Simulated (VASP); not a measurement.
Write the native input for VASP 6.6.1 that does the following.

```
Task                   : single point
Functional             : PBEsol
Dispersion             : D3(BJ)
Potentials or basis    : VASP PAW PBE potentials, release 64 (I, Cu)
Cutoff                 : 520 eV
k mesh                 : 8 × 8 × 8
Occupations            : fermi-dirac, width 0.05 eV
Spin                   : no spin polarisation
Dipole correction      : no
Further INCAR settings : ALGO = Normal; EDIFF = 1e-06; NBANDS = 16
```

The structure of CuI (Marshite) lies in POSCAR:

```
CuI
1.0
    0.0000000000      2.9299693771      2.9299693771
    2.9299693771      0.0000000000      2.9299693771
    2.9299693771      2.9299693771      0.0000000000
I Cu
1 1
Direct
    0.0000000000      0.0000000000      0.0000000000
    0.7500000000      0.7500000000      0.7500000000
```

One way to write it, as run:

INCAR

```
SYSTEM = CuI
  ALGO = Normal
  EDIFF = 1E-6
  ENCUT = 520
  GGA = PS
  ISIF = 2
  ISMEAR = -1
  IVDW = 12
  LASPH = .TRUE.
  LCHARG = .FALSE.
  LREAL = .FALSE.
  LWAVE = .FALSE.
  NBANDS = 16
  NELM = 60
  PREC = Accurate
  SIGMA = 0.05
```

KPOINTS

```
k-points
0
G
  8 8 8
  0 0 0
```

Potentials or basis: VASP PAW PBE potentials, release 64 (I, Cu).

Launch:

```console
$ cat potpaw_PBE.64/I/POTCAR potpaw_PBE.64/Cu/POTCAR > POTCAR
$ mpirun -np 1 vasp_std > vasp.out
```

It gave:

```json
{
 "Pressure": "0.5 GPa",
 "Band gap on the k mesh": "1.32 eV, direct",
 "Dispersion energy per atom": "-0.353 eV"
}
```

Caveat: the PAW data sets were made with another functional, which shifts forces and pressure a little; spin-orbit coupling is left out, which moves the levels of the heavy elements.

It took 8.3 s on 1 thread of Intel(R) Xeon(R) 6975P-C (Granite Rapids), with other jobs on the host, peak memory 0.19 GiB.
